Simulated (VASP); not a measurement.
## Hf2N: single point with PBEsol

The system is Hf2N.

```
Hf N
1.0
     5.18963    0.00000    0.00000
     0.00000    5.18963    0.00000
     0.00000    0.00000    3.16290
Hf N
4 2
Direct
  0.29466 0.29466 0.00000
  0.70534 0.70534 0.00000
  0.79466 0.20534 0.50000
  0.20534 0.79466 0.50000
  0.00000 0.00000 0.00000
  0.50000 0.50000 0.50000
```

This cell differs from its parent crystal: equal strain along all axes, cell held: -2.0 %, then relaxed in part.

```
Program                : VASP 6.6.1
Task                   : single point
Functional             : PBEsol
Potentials or basis    : VASP PAW PBE potentials, release 64 (Hf_pv, N)
Cutoff                 : 520 eV
k mesh                 : 8 × 8 × 12
Occupations            : gaussian, width 0.1 eV
Spin                   : no spin polarisation
Dipole correction      : no
Further INCAR settings : ALGO = Normal; EDIFF = 1e-06; NBANDS = 34
```

```
Pressure               : 13.2 GPa
Band gap on the k mesh : zero (band 25 reaches 7.91 eV, above the bottom of band 26 at 5.03 eV)
```

Forces on the atoms (eV/Å):
```
Hf   0.002  0.002  0.000
Hf  -0.002 -0.002  0.000
Hf   0.002 -0.002  0.000
Hf  -0.002  0.002  0.000
N    0.000  0.000  0.000
N    0.000  0.000  0.000
```

Stress tensor (GPa, compression positive):
```
13.01  0.00  0.00
 0.00 13.01  0.00
 0.00  0.00 13.47
```

Levels at points of the mesh, in eV from the Fermi level:
| k point | band 21 | band 22 | band 23 | band 24 | band 25 | band 26 | band 27 | band 28 | band 29 | band 30 |
| --- | --- | --- | --- | --- | --- | --- | --- | --- | --- | --- |
| (0.00, 0.00, 0.00) | -3.61 | -2.30 | 0.08 | 0.77 | 1.07 | 1.20 | 1.20 | 1.71 | 1.86 | 1.86 |
| (0.50, 0.00, 0.00) | -2.59 | -2.59 | -1.15 | -1.15 | 1.58 | 1.58 | 1.98 | 1.98 | 2.13 | 2.13 |
| (0.50, 0.50, 0.00) | -1.85 | -1.85 | -1.50 | -1.50 | 1.07 | 1.07 | 1.61 | 1.61 | 2.12 | 2.12 |
| (0.00, 0.00, 0.50) | -1.49 | -1.49 | -1.32 | -1.32 | -1.30 | -1.30 | 2.30 | 2.30 | 3.94 | 3.94 |
| (0.50, 0.00, 0.50) | -2.12 | -2.12 | -1.14 | -1.14 | -0.98 | -0.98 | 1.89 | 1.89 | 4.12 | 4.12 |
| (0.50, 0.50, 0.50) | -1.84 | -1.84 | -1.00 | -1.00 | -0.42 | -0.42 | 1.46 | 1.46 | 3.13 | 3.13 |

Run time: 6.6 min on 1 thread of AMD EPYC 7R13 (shared host), peak memory 0.32 GiB.

Caveat: the cell differs from its parent crystal (equal strain along all axes, cell held: -2.0 %, then relaxed in part); the PAW data sets were made with another functional, which shifts forces and pressure a little; spin-orbit coupling is left out, which moves the levels of the heavy elements.
